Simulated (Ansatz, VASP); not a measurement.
## One calculation of RbBr, two programs

The input POSCAR:

```
RbBr
1.0
    0.0000000000      3.3311529750      3.3311529750
    3.3311529750      0.0000000000      3.3311529750
    3.3311529750      3.3311529750      0.0000000000
Rb Br
1 1
Direct
    0.0000000000      0.0000000000      0.0000000000
    0.5000000000      0.5000000000      0.5000000000
```

INCAR.step1

```
SYSTEM = RbBr
PREC     = Accurate       ! precision mode
ENCUT    = 550            ! plane-wave cutoff, eV
ISMEAR   = 0              ! smearing method
SIGMA    = 0.02           ! smearing width, eV
LREAL    = .FALSE.        ! projectors in reciprocal space
LASPH    = .TRUE.         ! aspherical terms in the spheres
NELM     = 120            ! most SCF steps
NBANDS   = 15             ! bands
GGA      = PE             ! functional
ALGO     = Normal         ! electronic algorithm
EDIFF    = 1E-5           ! SCF threshold, eV
LWAVE    = .TRUE.         ! write WAVECAR
LCHARG   = .FALSE.        ! write CHGCAR
GGA_COMPAT= .FALSE.
```

INCAR.step2

```
SYSTEM = RbBr
PREC     = Accurate       ! precision mode
ENCUT    = 550            ! plane-wave cutoff, eV
EDIFF    = 1E-6           ! SCF threshold, eV
ISMEAR   = 0              ! smearing method
SIGMA    = 0.02           ! smearing width, eV
LREAL    = .FALSE.        ! projectors in reciprocal space
LASPH    = .TRUE.         ! aspherical terms in the spheres
NELM     = 120            ! most SCF steps
ALGO     = Normal         ! electronic algorithm
ISIF     = 2              ! what is computed and relaxed
LWAVE    = .FALSE.        ! write WAVECAR
LCHARG   = .FALSE.        ! write CHGCAR
METAGGA  = R2SCAN         ! meta-GGA
LMIXTAU  = .TRUE.       
NBANDS   = 15             ! bands
ISTART   = 1            
GGA_COMPAT= .FALSE.
```

Contents of KPOINTS:

```
Automatic mesh
0
G
  6 6 6
  0 0 0
```

Input for Ansatz:

```yaml
crystal:
  lattice:
    - [0.0, 3.331152975, 3.331152975]
    - [3.331152975, 0.0, 3.331152975]
    - [3.331152975, 3.331152975, 0.0]
  atoms:
    - { symbol: Rb, position: [0.0, 0.0, 0.0] }
    - { symbol: Br, position: [0.5, 0.5, 0.5] }
basis:
  ecutwfc: 500
kpoints:
  mp_grid: { grid: [6, 6, 6] }
hamiltonian:
  xc: r2scan
scf:
  occupations: { method: gaussian, width: 0.02 }
output:
  forces: true
  stress: true
  eigenvalues: true
  populations: true
```

Alike in both runs: task single point; functional r2SCAN; k mesh 6 × 6 × 6; occupations gaussian, width 0.02 eV; no spin polarisation.

|  | VASP | Ansatz |
| --- | --- | --- |
| version | VASP 6.6.1 | Ansatz 0.2.0 |
| potentials or method | VASP PAW PBE potentials, release 64 (Rb_sv, Br), cutoff 550 eV | scalar-relativistic, plane waves, PAW |
| valence electrons in the cell | 16 | 16 |

```csv
,VASP,Ansatz,Ansatz less VASP
gap on the k mesh at the Fermi level (eV),5.21,5.21,+0.002
least direct gap on the mesh (eV),5.21,5.21,+0.002
pressure (GPa),2.2,2.2,0.00
```

VASP's potentials were made for PBE, not for r2SCAN. The functional is the same, so the differences come from potentials, cutoffs and numerics.
